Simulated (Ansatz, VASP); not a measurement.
# O: VASP beside Ansatz

The input INCAR:

```
SYSTEM = O
ALGO = Normal
EDIFF = 1E-6
ENCUT = 520
GGA = PE
ISIF = 2
ISMEAR = -1
LASPH = .TRUE.
LCHARG = .FALSE.
LREAL = .FALSE.
LWAVE = .FALSE.
NBANDS = 13
NELM = 60
PREC = Accurate
SIGMA = 0.05
```

The input KPOINTS:

```
k-points
0
G
  12 12 12
  0 0 0
```

Contents of POSCAR:

```
O
1.0
    0.0000000000      1.9269509789      3.9753041977
    1.5312270072      0.0000000000      3.9753041977
    1.5312270072      1.9269509789      0.0000000000
O
2
Direct
    0.5789020000      0.5789020000      0.4210980000
    0.4210980000      0.4210980000      0.5789020000
```

File input.yaml:

```yaml
crystal:
  lattice:
    - [0.0, 1.9269509789, 3.9753041977]
    - [1.5312270072, 0.0, 3.9753041977]
    - [1.5312270072, 1.9269509789, 0.0]
  atoms:
    - { symbol: O, position: [0.578902, 0.578902, 0.421098] }
    - { symbol: O, position: [0.421098, 0.421098, 0.578902] }
kpoints:
  mp_grid: { grid: [12, 12, 12] }
scf:
  occupations: { method: fermi_dirac, width: 0.05 }
hamiltonian:
  xc: pbe
  pseudopotentials: { kind: all_electron, lapw: { basis_error: 0.0005 } }
output:
  forces: true
  stress: true
  eigenvalues: true
```

Change from the starting cell: volume scaled by 1.06.

Alike in both runs: task single point; functional PBE; k mesh 12 × 12 × 12; occupations fermi-dirac, width 0.05 eV; no spin polarisation.

```csv
,VASP,Ansatz
version,VASP 6.6.1,Ansatz 0.2.0
potentials or method,"VASP PAW PBE potentials, release 64 (O), cutoff 520 eV","all-electron LAPW, scalar-relativistic"
```

|  | VASP | Ansatz | Ansatz less VASP |
| --- | --- | --- | --- |
| gap on the k mesh at the Fermi level (eV) | none | none | - |
| pressure (GPa) | -5.3 | -7.5 | -2.25 |
| traceless stress, the component that is largest in VASP (GPa) | -7.69 | -12.81 | -5.119 |
| rms of the force components (eV/Å) | 0.956 | 1.481 | +0.5248 |

Atom by atom the forces differ by 0.525 eV/Å (rms over components). A gap of «none» marks a metal or a gap that the smearing closes. Ansatz ran all-electron here, and VASP with PAW potentials.

Noted on VASP's run: the standard files for N, O and F lose accuracy on very short bonds; spin is off for a triplet molecule. Noted on Ansatz's run: spin is off for a triplet molecule.
